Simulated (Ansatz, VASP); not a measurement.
One calculation of NaCl, two programs

```
Na Cl
1.0
     3.50219    0.00000    0.00000
     0.00000    3.50219    0.00000
     0.00000    0.00000    3.50219
Na Cl
1 1
Direct
  0.00000 0.00000 0.00000
  0.53297 0.53297 0.53297
```

Change from the starting cell: all Cl atoms moved -0.200 Å, as atom 2 towards its neighbour atom 1 (Na) at 3.033 Å.

Alike in both runs: task single point; functional LDA; k mesh 6 × 6 × 6; occupations gaussian, width 0.05 eV; no spin polarisation.

|  | VASP | Ansatz |
| --- | --- | --- |
| version | VASP 6.6.1 | Ansatz 0.2.0 |
| potentials or method | VASP PAW LDA potentials, release 64 (Na_pv, Cl), cutoff 520 eV | scalar-relativistic, plane waves, PAW |
| valence electrons in the cell | 14 | 16 |

Ansatz gave:

```
gap on the k mesh at the Fermi level (eV)                     : 3.62
least direct gap on the mesh (eV)                             : 4.13
pressure (GPa)                                                : -2.8
traceless stress, the component that is largest in VASP (GPa) : 0.18
rms of the force components (eV/Å)                            : 0.023
```

Question: Which values does VASP return?

Answer: gap on the k mesh at the Fermi level (eV): 3.63; least direct gap on the mesh (eV): 4.13; pressure (GPa): -2.8; traceless stress, the component that is largest in VASP (GPa): 0.18; rms of the force components (eV/Å): 0.025.

LDA's correlation is that of Perdew and Zunger in VASP and of Perdew and Wang (1992) in Ansatz. Atom by atom the forces differ by 0.001 eV/Å (rms over components). VASP's potentials hold 14 valence electrons a cell and Ansatz's 16, so a difference there can come from the potentials and not from the codes.
